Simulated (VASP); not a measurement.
# P3C (C2/m) in VASP: single point with PBE

Aim: the single point of P3C with PBE.

All numbers are computed with VASP 6.6.1; they aren't measurements. Logs are shortened: lines on timing, memory, paths and dates and some standing lists are left out, and cuts for length are marked.

## (1) The cell of the first run

Symmetry: C2/m, No. 12, monoclinic system. The conventional cell has a = 10.716 Å, b = 6.175 Å, c = 4.925 Å, α = 90.00°, β = 110.08°, γ = 90.00°. Within 2.9 Å of P (site symmetry m) lie 3 P at 2.18 to 2.20 Å. Within 2.5 Å of P (site symmetry 1) lie 1 C at 1.88 Å and 2 P at 2.20 to 2.34 Å. C (site symmetry m) has 1 C at 1.41 Å and 2 P at 1.88 Å within 1.9 Å.

## (2) Single point, PBE

Input file INCAR:

```
PREC     = Accurate       # precision mode
ENCUT    = 520            # plane-wave cutoff, eV
EDIFF    = 1E-6           # SCF threshold, eV
ISMEAR   = 0              # smearing method
SIGMA    = 0.2            # smearing width, eV
LREAL    = False          # projectors in reciprocal space
LASPH    = True           # aspherical terms in the spheres
NELM     = 80             # most SCF steps
ALGO     = Normal         # electronic algorithm
ISIF     = 2              # what is computed and relaxed
LWAVE    = False          # write WAVECAR
LCHARG   = False          # write CHGCAR
GGA      = PE             # functional
NBANDS   = 29             # bands
```

Input file KPOINTS:

```
regular mesh
0
Gamma
  3 3 4
```

Input file POSCAR:

```
P3C
1.0
    5.3575732211     -3.0874743571      0.0565289790
    5.3575732211      3.0874743571      0.0565289790
   -1.7397431804      0.0000000000      4.6072043832
P C
6 2
Direct
    0.6043378955      0.6043378955      0.1382199141
    0.3956621045      0.3956621045      0.8617800859
    0.6208326460      0.1053598271      0.1399202242
    0.1053598271      0.6208326460      0.1399202242
    0.3791673540      0.8946401729      0.8600797758
    0.8946401729      0.3791673540      0.8600797758
    0.0607526195      0.0607526195     -0.0251679426
    0.9392473805      0.9392473805      1.0251679426
```

Potentials or basis: VASP PAW PBE potentials, release 64 (P, C).

The run is started by

```console
$ cat potpaw_PBE.64/P/POTCAR potpaw_PBE.64/C/POTCAR > POTCAR
$ mpirun -np 1 vasp_std > vasp.out
```

OUTCAR:

```text
PREC = Accurate
   ENCUT = 520
   EDIFF = 1E-6
   ISMEAR = 0
   LREAL = False
   LASPH = True
   NELM = 80
   ISIF = 2
   GGA = PE

 ion  position               nearest neighbor table
   1  0.604  0.604  0.138-   2 2.18   5 2.20   6 2.20
   2  0.396  0.396  0.862-   1 2.18   3 2.20   4 2.20
   3  0.621  0.105  0.140-   8 1.88   2 2.20   5 2.34
   4  0.105  0.621  0.140-   8 1.88   2 2.20   6 2.34
   5  0.379  0.895  0.860-   7 1.88   1 2.20   3 2.34
   6  0.895  0.379  0.860-   7 1.88   1 2.20   4 2.34
   7  0.061  0.061  0.975-   8 1.41   6 1.88   5 1.88
   8  0.939  0.939  0.025-   7 1.41   4 1.88   3 1.88

  LATTYP: Found a base centered monoclinic cell.
 ALAT       =    10.7157428758
 B/A-ratio  =     0.5762501756
 C/A-ratio  =     0.4595796547
 COS(beta)  =    -0.3433761530

  Lattice vectors:

 A1 = (   5.3575732211,  -3.0874743571,   0.0565289790)
 A2 = (   5.3575732211,   3.0874743571,   0.0565289790)
 A3 = (  -1.7397431804,   0.0000000000,   4.6072043832)

Analysis of symmetry for initial positions (statically):
=====================================================================
 Subroutine PRICEL returns:
 Original cell was already a primitive cell.

 Routine SETGRP: Setting up the symmetry group for a
 base centered monoclinic supercell.

 Subroutine GETGRP returns: Found  4 space group operations
 (whereof  4 operations were pure point group operations)
 out of a pool of  4 trial point group operations.

The static configuration has the point symmetry C_2h.

Analysis of symmetry for dynamics (positions and initial velocities):
=====================================================================
 Subroutine PRICEL returns:
 Original cell was already a primitive cell.

 Routine SETGRP: Setting up the symmetry group for a
 base centered monoclinic supercell.

 Subroutine GETGRP returns: Found  4 space group operations
 (whereof  4 operations were pure point group operations)
 out of a pool of  4 trial point group operations.

The dynamic configuration has the point symmetry C_2h.

 Subroutine INISYM returns: Found  4 space group operations
 (whereof  4 operations are pure point group operations),
 and found     1 'primitive' translations

----------------------------------------------------------------------------------------

                                     Primitive cell

  volume of cell :     153.0262

  direct lattice vectors                    reciprocal lattice vectors
     5.357573221 -3.087474357  0.056528979     0.092955475 -0.161944665  0.035101254
     5.357573221  3.087474357  0.056528979     0.092955475  0.161944665  0.035101254
    -1.739743180  0.000000000  4.607204383    -0.002281070  0.000000000  0.216190002

  length of vectors
     6.183792061  6.183792061  4.924737410     0.189997086  0.189997086  0.216202036

  position of ions in fractional coordinates (direct lattice)
     0.604337896  0.604337896  0.138219914
     0.395662104  0.395662104  0.861780086
     0.620832646  0.105359827  0.139920224
     0.105359827  0.620832646  0.139920224
     0.379167354  0.894640173  0.860079776
     0.894640173  0.379167354  0.860079776
     0.060752620  0.060752620  0.974832057
     0.939247380  0.939247380  0.025167943

  ion indices of the primitive-cell ions
   primitive index   ion index
                 1           1
                 2           2
                 3           3
                 4           4
                 5           5
                 6           6
                 7           7
                 8           8

----------------------------------------------------------------------------------------

 KPOINTS: regular mesh

Automatic generation of k-mesh.
 Grid dimensions read from file:
 generate k-points for:    3    3    4

 Generating k-lattice:

  Cartesian coordinates                     Fractional coordinates (reciprocal lattice)
     0.030985158 -0.053981555  0.011700418     0.333333333 -0.000000000  0.000000000
     0.030985158  0.053981555  0.011700418    -0.000000000  0.333333333  0.000000000
    -0.000570268  0.000000000  0.054047500     0.000000000  0.000000000  0.250000000

  Length of vectors
     0.063332362  0.063332362  0.054050509

  Shift w.r.t. Gamma in fractional coordinates (k-lattice)
     0.000000000  0.000000000  0.000000000

 Subroutine IBZKPT returns following result:
 ===========================================

 Found     14 irreducible k-points:

 Following reciprocal coordinates:
            Coordinates               Weight
  0.000000  0.000000  0.000000      1.000000
  0.333333  0.000000 -0.000000      4.000000
  0.333333  0.333333 -0.000000      2.000000
 -0.333333  0.333333  0.000000      2.000000
  0.000000  0.000000  0.250000      2.000000
  0.333333  0.000000  0.250000      4.000000
 -0.333333  0.000000  0.250000      4.000000
  0.333333  0.333333  0.250000      2.000000
 -0.333333  0.333333  0.250000      4.000000
 -0.333333 -0.333333  0.250000      2.000000
  0.000000  0.000000  0.500000      1.000000
  0.333333 -0.000000  0.500000      4.000000
  0.333333  0.333333  0.500000      2.000000
 -0.333333  0.333333  0.500000      2.000000
   k-points           NKPTS =     14   k-points in BZ     NKDIM =     14   number of bands    NBANDS=     29
   number of dos      NEDOS =    301   number of ions     NIONS =      8
   total plane-waves  NPLWV =  92160
   dimension x,y,z NGX =    48 NGY =   48 NGZ =   40
   dimension x,y,z NGXF=    96 NGYF=   96 NGZF=   80
   ions per type =               6   2
   NGX,Y,Z   is equivalent  to a cutoff of  12.90, 12.90, 13.50 a.u.
   NGXF,Y,Z  is equivalent  to a cutoff of  25.81, 25.81, 27.01 a.u.
 SYSTEM =  unknown system
   PREC   = accura    normal or accurate (medium, high low for compatibility)
   ISTART =      0    job   : 0-new  1-cont  2-samecut
   ICHARG =      2    charge: 1-file 2-atom 10-const
   ISPIN  =      1    spin polarized calculation?
   LNONCOLLINEAR =      F non collinear calculations
   LSORBIT =      F    spin-orbit coupling
   LASPH  =      T    aspherical Exc in radial PAW
   ENCUT  =  520.0 eV  38.22 Ry    6.18 a.u.  11.50 11.50  9.16*2*pi/ulx,y,z
   NELM   =     80;   NELMIN=  2; NELMDL= -5     # of ELM steps
   EDIFF  = 0.1E-05   stopping-criterion for ELM
   LREAL  =      F    real-space projection
   EDIFFG = 0.1E-04   stopping-criterion for IOM
   NSW    =      0    number of steps for IOM
   IBRION =     -1    ionic relax: 0-MD 1-quasi-New 2-CG
   NFREE  =      0    steps in history (QN), initial steepest desc. (CG)
   ISIF   =      2    stress and relaxation
   ISYM   =      2    0-nonsym 1-usesym 2-fastsym
   POTIM  = 0.5000    time-step for ionic-motion
   TEBEG  =    0.0;   TEEND  =   0.0 temperature during run
   PSTRESS=    0.0 pullay stress
   NELECT =      38.0000    total number of electrons
   NUPDOWN=      -1.0000    fix difference up-down
   EMIN   =  10.00;   EMAX   =-10.00  energy-range for DOS
   EFERMI =   0.00;   METHOD = LEGACY
   ISMEAR =     0;   SIGMA  =   0.20  broadening in eV -4-tet -1-fermi 0-gaus
   EFERMI_NEDOS =   21; number of points for ismear=-14 and -15
   IALGO  =     38    algorithm
   IMIX   =      4    mixing-type and parameters
     AMIX     =   0.40;   BMIX     =  1.00
     AMIX_MAG =   1.60;   BMIX_MAG =  1.00
  volume/ion in A,a.u.               =      19.13       129.08
  Fermi-wavevector in a.u.,A,eV,Ry     =   1.028997  1.944522 14.406320  1.058835
  Thomas-Fermi vector in A             =   2.163022
   LORBIT       =      0    0 simple, 1 ext, 2 COOP (PROOUT), +10 PAW based schemes
   GGA     = PE    functional components
   LHFCALC =     F    Hartree Fock is set to
   AEXX    =    0.0000 exact exchange contribution
   IVDW    =     0    specifies the selected vdW correction
   LEPSILON=     F    determine dielectric tensor
   LRPA    =     F    only Hartree local field effects (RPA)
 non-spin polarized calculation
 Gauss-broadening in eV      SIGMA  =   0.20
  energy-cutoff  :      520.00
  volume of cell :      153.03
 maximum number of plane-waves:      4143
 NGX is ok and might be reduce to    48
   NGX = 23   NGY = 23   NGZ = 19

 number of electron      38.0000001 magnetization

 Free energy of the ion-electron system (eV)
  ---------------------------------------------------
  ext. energy  EPLUGINS =         0.00000000
  ---------------------------------------------------
  free energy    TOTEN  =       -47.66701380 eV

  energy without entropy =      -47.66622892  energy(sigma->0) =      -47.66662136

 E-fermi :   4.5967     XC(G=0):  -9.0208

 val. band max:        4.2134389452   @ k =  -0.3333   0.3333   0.5000
 cond. band min:       4.9156893309   @ k =   0.0000   0.0000   0.0000
 fundamental gap:      0.7022503857
 Fermi energy:         4.5967170714

 k-point     1 :       0.0000    0.0000    0.0000
  band No.  band energies     occupation
      1     -11.8015      2.00000
      2      -9.0520      2.00000
      3      -8.1979      2.00000
      4      -7.1009      2.00000
      5      -6.2755      2.00000
      6      -5.9228      2.00000
[... 21 lines left out ...]
     28       8.4648      0.00000
     29       8.7676      0.00000

 k-point     2 :       0.3333    0.0000   -0.0000
  band No.  band energies     occupation
      1     -11.4482      2.00000
      2      -9.8455      2.00000
      3      -8.3408      2.00000
      4      -8.0859      2.00000
      5      -5.6889      2.00000
      6      -5.0794      2.00000
[... 21 lines left out ...]
     28       9.3701      0.00000
     29       9.5134      0.00000

 k-point     3 :       0.3333    0.3333   -0.0000
  band No.  band energies     occupation
      1     -11.4822      2.00000
      2      -9.6415      2.00000
      3      -8.8074      2.00000
      4      -7.7108      2.00000
      5      -5.6259      2.00000
      6      -5.0193      2.00000
[... 21 lines left out ...]
     28       9.1593      0.00000
     29       9.2963      0.00000

 k-point     4 :      -0.3333    0.3333    0.0000
  band No.  band energies     occupation
      1     -11.1903      2.00000
      2      -9.8748      2.00000
      3      -9.5558      2.00000
      4      -6.6519      2.00000
      5      -6.6156      2.00000
      6      -4.2918      2.00000
[... 21 lines left out ...]
     28       9.1203      0.00000
     29       9.7837      0.00000

 k-point     5 :       0.0000    0.0000    0.2500
  band No.  band energies     occupation
      1     -11.7624      2.00000
      2      -9.0259      2.00000
      3      -8.2304      2.00000
      4      -7.1128      2.00000
      5      -6.2058      2.00000
      6      -5.9812      2.00000
[... 21 lines left out ...]
     28       8.5830      0.00000
     29       8.6744      0.00000
[... 190 lines left out ...]
     28       8.5998      0.00000
     29       8.8250      0.00000

 k-point    12 :       0.3333   -0.0000    0.5000
  band No.  band energies     occupation
      1     -11.3818      2.00000
      2      -9.7706      2.00000
      3      -8.3930      2.00000
      4      -8.0666      2.00000
      5      -5.6383      2.00000
      6      -5.1174      2.00000
[... 21 lines left out ...]
     28       9.3654      0.00000
     29       9.9550      0.00000

 k-point    13 :       0.3333    0.3333    0.5000
  band No.  band energies     occupation
      1     -11.4182      2.00000
      2      -9.6443      2.00000
      3      -8.7612      2.00000
      4      -7.6176      2.00000
      5      -5.6548      2.00000
      6      -5.0720      2.00000
[... 21 lines left out ...]
     28       9.4189      0.00000
     29       9.8534      0.00000

 k-point    14 :      -0.3333    0.3333    0.5000
  band No.  band energies     occupation
      1     -11.1388      2.00000
      2      -9.7792      2.00000
      3      -9.5619      2.00000
      4      -6.6855      2.00000
      5      -6.5694      2.00000
      6      -4.2813      2.00000
[... 21 lines left out ...]
     28       9.8478      0.00000
     29      10.1903      0.00000

------------------------ aborting loop because EDIFF is reached ----------------------------------------

  FORCE on cell =-STRESS in cart. coord.  units (eV):
  Direction    XX          YY          ZZ          XY          YZ          ZX
  --------------------------------------------------------------------------------------
  -------------------------------------------------------------------------------------
  Total       -0.5068172     -0.2093533      0.4797548      0.0000000      0.0000000     -0.0647890
  in kB       -5.3063520     -2.1919196      5.0230100      0.0000000      0.0000000     -0.6783377
  external PRESSURE =      -0.8250872 kB  Pullay stress =       0.0000000 kB

 VOLUME and BASIS-vectors are now :
 -----------------------------------------------------------------------------
  energy-cutoff  :      520.00
  volume of cell :      153.03
      direct lattice vectors                 reciprocal lattice vectors
     5.357573221 -3.087474357  0.056528979     0.092955475 -0.161944665  0.035101254
     5.357573221  3.087474357  0.056528979     0.092955475  0.161944665  0.035101254
    -1.739743180  0.000000000  4.607204383    -0.002281070  0.000000000  0.216190002

 POSITION                                       TOTAL-FORCE (eV/Angst)
 -----------------------------------------------------------------------------------
      6.23510      0.00000      0.70513         0.023156      0.000000     -0.035842
      2.74030      0.00000      4.01513        -0.023156      0.000000      0.035842
      3.64720     -1.59151      0.68569        -0.043700      0.055059     -0.082434
      3.64720      1.59151      0.68569        -0.043700     -0.055059     -0.082434
      5.32820      1.59151      4.03457         0.043700     -0.055059      0.082434
      5.32820     -1.59151      4.03457         0.043700      0.055059      0.082434
     -1.04498      0.00000      4.49812         0.020295      0.000000     -0.000198
     10.02039      0.00000      0.22214        -0.020295      0.000000      0.000198
 -----------------------------------------------------------------------------------
    total drift:                                0.000000      0.000000      0.000000

  FREE ENERGIE OF THE ION-ELECTRON SYSTEM (eV)
  ---------------------------------------------------
  free  energy   TOTEN  =       -47.6670138032 eV

  energy  without entropy=      -47.6662289204  energy(sigma->0) =      -47.66662136
```

Run time: 39 s. Hardware: 1 thread of Intel Xeon 6975P-C (Granite Rapids), shared host; peak memory 0.29 GiB.

What came out:

| Quantity | Value |
| --- | --- |
| Free energy | -47.6670 eV |
| Pressure | -0.1 GPa |
| Largest force | 0.108 eV/Å |
| Band gap on the k mesh | 0.70 eV, indirect (least direct gap 0.78 eV) |

Forces on the atoms (eV/Å):
```
P    0.023  0.000 -0.036
P   -0.023  0.000  0.036
P   -0.044  0.055 -0.082
P   -0.044 -0.055 -0.082
P    0.044 -0.055  0.082
P    0.044  0.055  0.082
C    0.020  0.000  0.000
C   -0.020  0.000  0.000
```

Stress tensor (GPa, compression positive):
```
-0.53  0.00 -0.07
 0.00 -0.22  0.00
-0.07  0.00  0.50
```

Caveat: this functional lacks dispersion, which binds the layers, so the pressure and a relaxed spacing across them are unreliable.
